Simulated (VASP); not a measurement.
# LiF (Fm-3m) in VASP: further runs, part 3 of 3

VASP 6.6.1. Earlier steps stand in the parts before.

### Step 6. Electric field gradients, PBE (volume scaled by 1.025)

File INCAR:

```
SYSTEM = LiF
  PREC = Accurate
  ENCUT = 520
  EDIFF = 1E-8
  ISMEAR = -1
  SIGMA = 0.03
  LREAL = .False.
  LASPH = .True.
  NELM = 80
  ALGO = Normal
  ISIF = 2
  LWAVE = .False.
  LCHARG = .False.
  GGA = PE
  LEFG = .True.
  NBANDS = 12
```

File KPOINTS:

```
Automatic mesh
0
Gamma
  10 10 10
  0 0 0
```

File POSCAR:

```
LiF
1.0
    0.0000000000      2.0306453829      2.0306453829
    2.0306453829      0.0000000000      2.0306453829
    2.0306453829      2.0306453829      0.0000000000
Li F
1 1
Direct
    0.0000000000      0.0000000000      0.0000000000
    0.5000000000      0.5000000000      0.5000000000
```

Potentials or basis: VASP PAW PBE potentials, release 64 (Li_sv, F).

Run with:

```console
$ cat potpaw_PBE.64/Li_sv/POTCAR potpaw_PBE.64/F/POTCAR > POTCAR
$ mpirun -np 1 vasp_std > vasp.out
```

OUTCAR:

```text
SYSTEM = LiF
   PREC = Accurate
   ENCUT = 520
   EDIFF = 1E-8
   ISMEAR = -1
   LREAL = .False.
   LASPH = .True.
   NELM = 80
   ISIF = 2
   GGA = PE

 ion  position               nearest neighbor table
   1  0.000  0.000  0.000-   2 2.03   2 2.03   2 2.03   2 2.03   2 2.03   2 2.03
   2  0.500  0.500  0.500-   1 2.03   1 2.03   1 2.03   1 2.03   1 2.03   1 2.03

  LATTYP: Found a face centered cubic cell.
 ALAT       =     4.0612907658

  Lattice vectors:

 A1 = (   0.0000000000,   2.0306453829,   2.0306453829)
 A2 = (   2.0306453829,   0.0000000000,   2.0306453829)
 A3 = (   2.0306453829,   2.0306453829,   0.0000000000)

Analysis of symmetry for initial positions (statically):
=====================================================================
 Subroutine PRICEL returns:
 Original cell was already a primitive cell.

 Routine SETGRP: Setting up the symmetry group for a
 face centered cubic supercell.

[... 551 lines left out ...]
      direct lattice vectors                 reciprocal lattice vectors
     0.000000000  2.030645383  2.030645383    -0.246227138  0.246227138  0.246227138
     2.030645383  0.000000000  2.030645383     0.246227138 -0.246227138  0.246227138
     2.030645383  2.030645383  0.000000000     0.246227138  0.246227138 -0.246227138

 POSITION                                       TOTAL-FORCE (eV/Angst)
 -----------------------------------------------------------------------------------
      0.00000      0.00000      0.00000         0.000000      0.000000     -0.000000
      2.03065      2.03065      2.03065        -0.000000      0.000000      0.000000
 -----------------------------------------------------------------------------------
    total drift:                               -0.000000     -0.000000      0.000000

  FREE ENERGIE OF THE ION-ELECTRON SYSTEM (eV)
  ---------------------------------------------------
  free  energy   TOTEN  =        -9.6408151344 eV

  energy  without entropy=       -9.6408151344  energy(sigma->0) =       -9.64081513

 Electric field gradients (V/A^2)
---------------------------------------------------------------------
 ion       V_xx      V_yy      V_zz      V_xy      V_xz      V_yz
---------------------------------------------------------------------
   1      -0.000    -0.000    -0.000    -0.002    -0.002    -0.002
   2      -0.000    -0.000    -0.000    -0.001    -0.001    -0.001
---------------------------------------------------------------------

 Electric field gradients after diagonalization (V/A^2)
 (convention: |V_zz| > |V_xx| > |V_yy|)
----------------------------------------------------------------------
 ion       V_xx      V_yy      V_zz     asymmetry (V_yy - V_xx)/ V_zz
----------------------------------------------------------------------
   1       0.002     0.002    -0.004       0.000
   2       0.001     0.001    -0.001       0.000
----------------------------------------------------------------------

           NMR quadrupolar parameters

 Cq : quadrupolar parameter    Cq=e*Q*V_zz/h
 eta: asymmetry parameters     (V_yy - V_xx)/ V_zz
 Q  : nuclear electric quadrupole moment in mb (millibarn)
----------------------------------------------------------------------
 ion       Cq(MHz)       eta       Q (mb)
----------------------------------------------------------------------
   1      -0.000       0.000       1.000
   2      -0.000       0.000       1.000
----------------------------------------------------------------------
```

OSZICAR:

```text
N       E                     dE             d eps       ncg     rms          rms(c)
DAV:   1     0.323163157466E+02    0.32316E+02   -0.54049E+03  1200   0.838E+02
DAV:   2    -0.902466349642E+01   -0.41341E+02   -0.40474E+02  1336   0.188E+02
DAV:   3    -0.101430980770E+02   -0.11184E+01   -0.11157E+01  1504   0.273E+01
DAV:   4    -0.101522910788E+02   -0.91930E-02   -0.91924E-02  1336   0.264E+00
DAV:   5    -0.101523918274E+02   -0.10075E-03   -0.10075E-03  1472   0.201E-01    0.454E+00
DAV:   6    -0.962949488873E+01    0.52290E+00   -0.25447E+00  1248   0.981E+00    0.141E+00
DAV:   7    -0.963376772405E+01   -0.42728E-02   -0.17468E-02  1512   0.117E+00    0.865E-01
DAV:   8    -0.964069839191E+01   -0.69307E-02   -0.15525E-02  1376   0.129E+00    0.112E-01
DAV:   9    -0.964072652780E+01   -0.28136E-04   -0.93515E-04  1324   0.274E-01    0.436E-02
DAV:  10    -0.964081166573E+01   -0.85138E-04   -0.14223E-04  1300   0.916E-02    0.149E-02
DAV:  11    -0.964081456159E+01   -0.28959E-05   -0.62026E-06  1456   0.235E-02    0.159E-03
DAV:  12    -0.964081507562E+01   -0.51403E-06   -0.52234E-07  1328   0.633E-03    0.949E-04
DAV:  13    -0.964081514267E+01   -0.67045E-07   -0.54875E-08  1356   0.205E-03    0.242E-04
DAV:  14    -0.964081513440E+01    0.82649E-08   -0.26217E-09   940   0.474E-04
   1 F= -.96408151E+01 E0= -.96408151E+01  d E =-.212498E-11
```

stdout:

```text
POSCAR found type information on POSCAR LiF
 POSCAR found :  2 types and       2 ions
 scaLAPACK will be used
 LDA part: xc-table for (Slater+PW92), standard interpolation
 POSCAR, INCAR and KPOINTS ok, starting setup
 FFT: planning ... GRIDC
 FFT: planning ... GRID_SOFT
 FFT: planning ... GRID
 WAVECAR not read
 entering main loop
ion   1

ion   2
```

It took 4 s on 1 thread of Intel Xeon 6975P-C (Granite Rapids), shared host; peak memory 0.13 GiB.

Results:

```yaml
Free_energy: -9.6408 eV
Band_gap_on_the_k_mesh: 8.87 eV, direct
```

Caveat: without QUAD_EFG the Cq values of the log hold for a quadrupole moment of 1 mb, not for the nuclei.

### Step 7. Electric field gradients, PBE (volume scaled by 1.05)

File INCAR:

```
SYSTEM = LiF
ALGO = Normal
EDIFF = 1E-8
ENCUT = 520
GGA = PE
ISIF = 2
ISMEAR = -1
LASPH = .TRUE.
LCHARG = .FALSE.
LEFG = .TRUE.
LREAL = .FALSE.
LWAVE = .FALSE.
NBANDS = 12
NELM = 60
PREC = Accurate
SIGMA = 0.03
```

File KPOINTS:

```
k-points
0
G
  10 10 10
  0 0 0
```

File POSCAR:

```
LiF
1.0
    0.0000000000      2.0470222626      2.0470222626
    2.0470222626      0.0000000000      2.0470222626
    2.0470222626      2.0470222626      0.0000000000
Li F
1 1
Direct
    0.0000000000      0.0000000000      0.0000000000
    0.5000000000      0.5000000000      0.5000000000
```

Potentials or basis: VASP PAW PBE potentials, release 64 (Li_sv, F).

Run with:

```console
$ cat potpaw_PBE.64/Li_sv/POTCAR potpaw_PBE.64/F/POTCAR > POTCAR
$ mpirun -np 1 vasp_std > vasp.out
```

OUTCAR:

```text
SYSTEM = LiF
   EDIFF = 1E-8
   ENCUT = 520
   GGA = PE
   ISIF = 2
   ISMEAR = -1
   LASPH = .TRUE.
   LREAL = .FALSE.
   NELM = 60
   PREC = Accurate

 ion  position               nearest neighbor table
   1  0.000  0.000  0.000-   2 2.05   2 2.05   2 2.05   2 2.05   2 2.05   2 2.05
   2  0.500  0.500  0.500-   1 2.05   1 2.05   1 2.05   1 2.05   1 2.05   1 2.05

  LATTYP: Found a face centered cubic cell.
 ALAT       =     4.0940445252

  Lattice vectors:

 A1 = (   0.0000000000,   2.0470222626,   2.0470222626)
[... 575 lines left out ...]
  ---------------------------------------------------
  free  energy   TOTEN  =        -9.6396428497 eV

  energy  without entropy=       -9.6396428497  energy(sigma->0) =       -9.63964285

 Electric field gradients (V/A^2)
---------------------------------------------------------------------
 ion       V_xx      V_yy      V_zz      V_xy      V_xz      V_yz
---------------------------------------------------------------------
   1      -0.000    -0.000    -0.000    -0.003    -0.003    -0.003
   2      -0.000    -0.000    -0.000    -0.002    -0.002    -0.002
---------------------------------------------------------------------

 Electric field gradients after diagonalization (V/A^2)
 (convention: |V_zz| > |V_xx| > |V_yy|)
----------------------------------------------------------------------
 ion       V_xx      V_yy      V_zz     asymmetry (V_yy - V_xx)/ V_zz
----------------------------------------------------------------------
   1       0.003     0.003    -0.005       0.000
   2       0.002     0.002    -0.003       0.000
----------------------------------------------------------------------

           NMR quadrupolar parameters

 Cq : quadrupolar parameter    Cq=e*Q*V_zz/h
 eta: asymmetry parameters     (V_yy - V_xx)/ V_zz
 Q  : nuclear electric quadrupole moment in mb (millibarn)
----------------------------------------------------------------------
 ion       Cq(MHz)       eta       Q (mb)
----------------------------------------------------------------------
   1      -0.000       0.000       1.000
   2      -0.000       0.000       1.000
----------------------------------------------------------------------
```

Run time: 4 s. Hardware: 1 thread of Intel Xeon 6975P-C (Granite Rapids), shared host; peak memory 0.13 GiB.

What came out:

| Item | Value |
| --- | --- |
| Free energy | -9.6396 eV |
| Band gap on the k mesh | 8.67 eV, direct |

Caveat: without QUAD_EFG the Cq values of the log hold for a quadrupole moment of 1 mb, not for the nuclei. A k mesh can miss the band edges.

### Step 8. Overview

| level | cell | gap on the mesh (eV) |
| --- | --- | --- |
| r2SCAN | a = 2.848 Å, angles 60.0°, 2 atoms | 10.27 |
| PBE | a = 2.848 Å, angles 60.0°, 2 atoms | 9.09 |
| PBE | a = 2.800 Å, angles 60.0°, 2 atoms | 9.56 |
| PBE | a = 2.824 Å, angles 60.0°, 2 atoms | 9.32 |
| PBE | a = 2.872 Å, angles 60.0°, 2 atoms | 8.87 |
| PBE | a = 2.895 Å, angles 60.0°, 2 atoms | 8.67 |

Alike in all rows: task electric field gradients; potentials or basis VASP PAW PBE potentials, release 64 (Li_sv, F); no spin polarisation; k mesh 10 × 10 × 10; cutoff (eV) 520; smearing fermi-dirac 0.03 eV.

Absolute energies hang on the potentials; compare differences alone.
